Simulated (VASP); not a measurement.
# B (P6/mmm) in VASP: notebook

The runs below take B through single point, with LDA.

All numbers are computed with VASP 6.6.1; they aren't measurements. Logs are shortened: lines on timing, memory, paths and dates and some standing lists are left out, and cuts for length are marked.

**1. The cell of the first run**

It takes space group P6/mmm (No. 191, hexagonal). Conventional cell: a = 1.675 Å, b = 1.675 Å, c = 3.756 Å, α = 90.00°, β = 90.00°, γ = 120.00°. Within 2.2 Å of B (site symmetry 6/mmm) lie 6 B at 1.67 Å.

This isn't the form of B at room conditions, which is rhombohedral.

**2. Single point, LDA**

Input file INCAR:

```
  PREC = Accurate
  ENCUT = 520
  EDIFF = 1E-6
  ISMEAR = 0
  SIGMA = 0.15
  LREAL = F
  LASPH = T
  NELM = 80
  ALGO = Normal
  ISIF = 2
  LWAVE = F
  LCHARG = T
  GGA = CA
  LELF = T
  LVHAR = T
  NBANDS = 8
```

Input file KPOINTS:

```
Automatic mesh
0
Gamma
  36 36 14
```

Input file POSCAR:

```
B
1.0
    1.6749701673      0.0000000000      0.0000000000
   -0.8374850836      1.4505667154      0.0000000000
    0.0000000000      0.0000000000      3.7556155794
B
1
Direct
    0.0000000000      0.0000000000      0.0000000000
```

Potentials or basis: VASP PAW LDA potentials, release 64 (B).

Launch:

```bash
cat potpaw_LDA.64/B/POTCAR > POTCAR
mpirun -np 1 vasp_std > vasp.out
```

OUTCAR:

```text
PREC = Accurate
   ENCUT = 520
   EDIFF = 1E-6
   ISMEAR = 0
   LREAL = F
   LASPH = T
   NELM = 80
   ISIF = 2
   GGA = CA

 ion  position               nearest neighbor table
   1  0.000  0.000  0.000-

  LATTYP: Found a hexagonal cell.
 ALAT       =     1.6749701673
 C/A-ratio  =     2.2421984897

  Lattice vectors:

 A1 = (   1.6749701673,   0.0000000000,   0.0000000000)
 A2 = (  -0.8374850836,   1.4505667154,   0.0000000000)
 A3 = (   0.0000000000,   0.0000000000,   3.7556155794)

Analysis of symmetry for initial positions (statically):
=====================================================================
 Subroutine PRICEL returns:
 Original cell was already a primitive cell.

 Routine SETGRP: Setting up the symmetry group for a
 hexagonal supercell.

 Subroutine GETGRP returns: Found 24 space group operations
 (whereof 24 operations were pure point group operations)
 out of a pool of 24 trial point group operations.

The static configuration has the point symmetry D_6h.

Analysis of symmetry for dynamics (positions and initial velocities):
=====================================================================
 Subroutine PRICEL returns:
 Original cell was already a primitive cell.

 Routine SETGRP: Setting up the symmetry group for a
 hexagonal supercell.

 Subroutine GETGRP returns: Found 24 space group operations
 (whereof 24 operations were pure point group operations)
 out of a pool of 24 trial point group operations.

The dynamic configuration has the point symmetry D_6h.

 Subroutine INISYM returns: Found 24 space group operations
 (whereof 24 operations are pure point group operations),
 and found     1 'primitive' translations

----------------------------------------------------------------------------------------

                                     Primitive cell

  volume of cell :       9.1249

  direct lattice vectors                    reciprocal lattice vectors
     1.674970167  0.000000000  0.000000000     0.597025559  0.344692867  0.000000000
    -0.837485084  1.450566715  0.000000000     0.000000000  0.689385734  0.000000000
     0.000000000  0.000000000  3.755615579     0.000000000  0.000000000  0.266267934

  length of vectors
     1.674970167  1.674970167  3.755615579     0.689385734  0.689385734  0.266267934

  position of ions in fractional coordinates (direct lattice)
     0.000000000  0.000000000  0.000000000

  ion indices of the primitive-cell ions
   primitive index   ion index
                 1           1

----------------------------------------------------------------------------------------

 KPOINTS: Automatic mesh

Automatic generation of k-mesh.
 Grid dimensions read from file:
 generate k-points for:   36   36   14

 Generating k-lattice:

  Cartesian coordinates                     Fractional coordinates (reciprocal lattice)
     0.016584043  0.009574802  0.000000000     0.027777778 -0.000000000  0.000000000
     0.000000000  0.019149604  0.000000000     0.000000000  0.027777778  0.000000000
     0.000000000  0.000000000  0.019019138     0.000000000  0.000000000  0.071428571

  Length of vectors
     0.019149604  0.019149604  0.019019138

  Shift w.r.t. Gamma in fractional coordinates (k-lattice)
     0.000000000  0.000000000  0.000000000

 Subroutine IBZKPT returns following result:
 ===========================================

 Found   1016 irreducible k-points:

 Following reciprocal coordinates:
            Coordinates               Weight
  0.000000  0.000000  0.000000      1.000000
  0.027778  0.000000  0.000000      6.000000
  0.055556  0.000000  0.000000      6.000000
  0.083333  0.000000  0.000000      6.000000
  0.111111  0.000000  0.000000      6.000000
  0.138889  0.000000  0.000000      6.000000
[... 16 lines left out ...]
  0.111111  0.027778  0.000000     12.000000
  0.138889  0.027778  0.000000     12.000000
 [... further k-points ...]
   k-points           NKPTS =   1016   k-points in BZ     NKDIM =   1016   number of bands    NBANDS=      8
   number of dos      NEDOS =    301   number of ions     NIONS =      1
   total plane-waves  NPLWV =   4032
   dimension x,y,z NGX =    12 NGY =   12 NGZ =   28
   dimension x,y,z NGXF=    24 NGYF=   24 NGZF=   56
   ions per type =               1
   NGX,Y,Z   is equivalent  to a cutoff of  11.91, 11.91, 12.39 a.u.
   NGXF,Y,Z  is equivalent  to a cutoff of  23.82, 23.82, 24.79 a.u.
 SYSTEM =  unknown system
   PREC   = accura    normal or accurate (medium, high low for compatibility)
   ISTART =      0    job   : 0-new  1-cont  2-samecut
   ICHARG =      2    charge: 1-file 2-atom 10-const
   ISPIN  =      1    spin polarized calculation?
   LNONCOLLINEAR =      F non collinear calculations
   LSORBIT =      F    spin-orbit coupling
   LASPH  =      T    aspherical Exc in radial PAW
   ENCUT  =  520.0 eV  38.22 Ry    6.18 a.u.   3.11  3.11  6.98*2*pi/ulx,y,z
   NELM   =     80;   NELMIN=  2; NELMDL= -5     # of ELM steps
   EDIFF  = 0.1E-05   stopping-criterion for ELM
   LREAL  =      F    real-space projection
   EDIFFG = 0.1E-04   stopping-criterion for IOM
   NSW    =      0    number of steps for IOM
   IBRION =     -1    ionic relax: 0-MD 1-quasi-New 2-CG
   NFREE  =      0    steps in history (QN), initial steepest desc. (CG)
   ISIF   =      2    stress and relaxation
   ISYM   =      2    0-nonsym 1-usesym 2-fastsym
   POTIM  = 0.5000    time-step for ionic-motion
   TEBEG  =    0.0;   TEEND  =   0.0 temperature during run
   PSTRESS=    0.0 pullay stress
   NELECT =       3.0000    total number of electrons
   NUPDOWN=      -1.0000    fix difference up-down
   EMIN   =  10.00;   EMAX   =-10.00  energy-range for DOS
   EFERMI =   0.00;   METHOD = LEGACY
   ISMEAR =     0;   SIGMA  =   0.15  broadening in eV -4-tet -1-fermi 0-gaus
   EFERMI_NEDOS =   21; number of points for ismear=-14 and -15
   IALGO  =     38    algorithm
   IMIX   =      4    mixing-type and parameters
     AMIX     =   0.40;   BMIX     =  1.00
     AMIX_MAG =   1.60;   BMIX_MAG =  1.00
  volume/ion in A,a.u.               =       9.12        61.58
  Fermi-wavevector in a.u.,A,eV,Ry     =   1.129900  2.135201 17.370199  1.276674
  Thomas-Fermi vector in A             =   2.266595
   LORBIT       =      0    0 simple, 1 ext, 2 COOP (PROOUT), +10 PAW based schemes
   GGA     = CA    functional components
   LHFCALC =     F    Hartree Fock is set to
   AEXX    =    0.0000 exact exchange contribution
   IVDW    =     0    specifies the selected vdW correction
   LEPSILON=     F    determine dielectric tensor
   LRPA    =     F    only Hartree local field effects (RPA)
 non-spin polarized calculation
 Gauss-broadening in eV      SIGMA  =   0.15
  energy-cutoff  :      520.00
  volume of cell :        9.12
 maximum number of plane-waves:       258
   NGX =  7   NGY =  7   NGZ = 13

 number of electron       3.0000000 magnetization

 Free energy of the ion-electron system (eV)
  ---------------------------------------------------
  ext. energy  EPLUGINS =         0.00000000
  ---------------------------------------------------
  free energy    TOTEN  =        -6.74011303 eV

  energy without entropy =       -6.73792821  energy(sigma->0) =       -6.73902062

 E-fermi :   5.3189     XC(G=0): -10.2095

 val. band max:        5.3074197133   @ k =   0.2222   0.1944   0.4286
 cond. band min:       5.3205369077   @ k =   0.3333   0.0000   0.0714
 fundamental gap:      0.0131171944
 Fermi energy:         5.3189002906

 k-point     1 :       0.0000    0.0000    0.0000
  band No.  band energies     occupation
      1     -12.0656      2.00000
      2      -1.9758      2.00000
      3       7.0559      0.00000
      4      29.0008      0.00000
      5      30.9575      0.00000
      6      30.9575      0.00000
      7      34.8415      0.00000
      8      53.0527      0.00000

 k-point     2 :       0.0278    0.0000    0.0000
  band No.  band energies     occupation
      1     -12.0299      2.00000
      2      -1.9232      2.00000
      3       7.1021      0.00000
      4      29.0447      0.00000
      5      30.7063      0.00000
      6      30.8361      0.00000
      7      35.0127      0.00000
      8      51.8699      0.00000

 k-point     3 :       0.0556    0.0000    0.0000
  band No.  band energies     occupation
      1     -11.9228      2.00000
      2      -1.7655      2.00000
      3       7.2404      0.00000
      4      29.1755      0.00000
      5      30.0351      0.00000
      6      30.4874      0.00000
      7      35.4329      0.00000
      8      49.9428      0.00000

 k-point     4 :       0.0833    0.0000    0.0000
  band No.  band energies     occupation
      1     -11.7447      2.00000
      2      -1.5028      2.00000
      3       7.4702      0.00000
      4      29.0658      0.00000
      5      29.3903      0.00000
      6      29.9515      0.00000
      7      35.9517      0.00000
      8      48.1948      0.00000

 k-point     5 :       0.1111    0.0000    0.0000
  band No.  band energies     occupation
      1     -11.4960      2.00000
      2      -1.1356      2.00000
      3       7.7907      0.00000
      4      27.8654      0.00000
      5      29.2802      0.00000
      6      29.6836      0.00000
      7      36.4693      0.00000
      8      46.8235      0.00000
[... 177 lines left out ...]
 k-point    22 :       0.0833    0.0278    0.0000
  band No.  band energies     occupation
      1     -11.6024      2.00000
      2      -1.2929      2.00000
      3       7.6537      0.00000
      4      28.4544      0.00000
      5      29.4385      0.00000
      6      29.5591      0.00000
      7      36.3076      0.00000
      8      47.3117      0.00000

 k-point    23 :       0.1111    0.0278    0.0000
  band No.  band energies     occupation
      1     -11.3187      2.00000
      2      -0.8737      2.00000
      3       8.0187      0.00000
      4      27.1803      0.00000
      5      28.6910      0.00000
      6      29.8872      0.00000
      7      36.8173      0.00000
      8      46.2173      0.00000

 k-point    24 :       0.1389    0.0278    0.0000
  band No.  band energies     occupation
      1     -10.9655      2.00000
      2      -0.3508      2.00000
      3       8.4710      0.00000
      4      25.7101      0.00000
      5      27.8999      0.00000
      6      30.2760      0.00000
      7      37.2610      0.00000
      8      45.5469      0.00000

 [... further k-points ...]

------------------------ aborting loop because EDIFF is reached ----------------------------------------

  FORCE on cell =-STRESS in cart. coord.  units (eV):
  Direction    XX          YY          ZZ          XY          YZ          ZX
  --------------------------------------------------------------------------------------
  -------------------------------------------------------------------------------------
  Total        0.6142443      0.6142443     -0.1177682      0.0000000     -0.0000000      0.0000000
  in kB      107.8514089    107.8514089    -20.6781923      0.0000000     -0.0000000      0.0000000
  external PRESSURE =      65.0082085 kB  Pullay stress =       0.0000000 kB

 VOLUME and BASIS-vectors are now :
 -----------------------------------------------------------------------------
  energy-cutoff  :      520.00
  volume of cell :        9.12
      direct lattice vectors                 reciprocal lattice vectors
     1.674970167  0.000000000  0.000000000     0.597025559  0.344692867  0.000000000
    -0.837485084  1.450566715  0.000000000     0.000000000  0.689385734  0.000000000
     0.000000000  0.000000000  3.755615579     0.000000000  0.000000000  0.266267934

 POSITION                                       TOTAL-FORCE (eV/Angst)
 -----------------------------------------------------------------------------------
      0.00000      0.00000      0.00000         0.000000      0.000000      0.000000
 -----------------------------------------------------------------------------------
    total drift:                               -0.000000      0.000000     -0.000000

  FREE ENERGIE OF THE ION-ELECTRON SYSTEM (eV)
  ---------------------------------------------------
  free  energy   TOTEN  =        -6.7401130292 eV

  energy  without entropy=       -6.7379282148  energy(sigma->0) =       -6.73902062
```

It took 45 s on 1 thread of Intel Xeon 8259CL, shared host; peak memory 0.16 GiB.

What came out:

* Free energy: -6.7401 eV
* Pressure: 6.5 GPa
* Band gap on the k mesh: zero (an odd number of electrons rules out a gap without spin polarisation)

Stress tensor (GPa, compression positive):
```
10.79  0.00  0.00
 0.00 10.79  0.00
 0.00  0.00 -2.07
```

Levels at points of the mesh, in eV from the Fermi level:
```
           k point  band 1  band 2  band 3  band 4  band 5
(0.00, 0.00, 0.00)  -17.38   -7.29    1.74   23.68   25.64
(0.50, 0.00, 0.00)   -9.16    1.67    6.30   14.51   16.60
(0.00, 0.00, 0.50)  -17.13   -8.90    7.71   12.37   25.64
(0.50, 0.00, 0.50)   -9.11    2.01    5.45   11.73   16.61
```

Caveat: the cell stands under pressure.

**3. Single point, LDA**

This run uses another cell than the first one, of the same volume but with other edges.

Input file INCAR:

```
ALGO = Normal ; EDIFF = 1E-6
ENCUT = 520 ; GGA = CA
ISIF = 2 ; ISMEAR = 0
LASPH = True ; LCHARG = False
LREAL = False ; LWAVE = False
NBANDS = 8 ; NELM = 60
PREC = Accurate ; SIGMA = 0.15
```

Input file KPOINTS:

```
k-points
0
Gamma
  36 36 14
```

Input file POSCAR:

```
B
1.0
    1.5598723450      0.0000000000      0.0000000000
   -0.7799361725      1.3508890774      0.0000000000
    0.0000000000      0.0000000000      4.3302918485
B
1
Direct
    0.0000000000      0.0000000000      0.0000000000
```

Potentials or basis: VASP PAW LDA potentials, release 64 (B).

Launch:

```bash
cat potpaw_LDA.64/B/POTCAR > POTCAR
mpirun -np 1 vasp_std > vasp.out
```

Wall time 43 s (1 thread of Intel Xeon 8259CL, shared host); peak memory 0.16 GiB.

Results (log left out):

```yaml
Free_energy: -6.3529 eV
Pressure: 55.5 GPa
Band_gap_on_the_k_mesh: zero (an odd number of electrons rules out a gap without spin polarisation)
```

Stress tensor (GPa, compression positive):
```
84.05  0.00  0.00
 0.00 84.05  0.00
 0.00  0.00 -1.54
```

Levels at points of the mesh, in eV from the Fermi level:
| k point | band 1 | band 2 | band 3 | band 4 | band 5 | band 6 | band 7 |
| --- | --- | --- | --- | --- | --- | --- | --- |
| (0.00, 0.00, 0.00) | -18.84 | -9.47 | 0.57 | 15.77 | 20.57 | 31.23 | 31.23 |
| (0.50, 0.00, 0.00) | -10.44 | 3.38 | 7.06 | 14.67 | 19.88 | 20.19 | 21.33 |
| (0.00, 0.00, 0.50) | -18.78 | -10.03 | 4.34 | 7.59 | 31.23 | 31.23 | 32.14 |
| (0.50, 0.00, 0.50) | -10.43 | 3.47 | 6.81 | 13.54 | 20.19 | 23.48 | 25.69 |

Caveat: the cell stands under pressure.
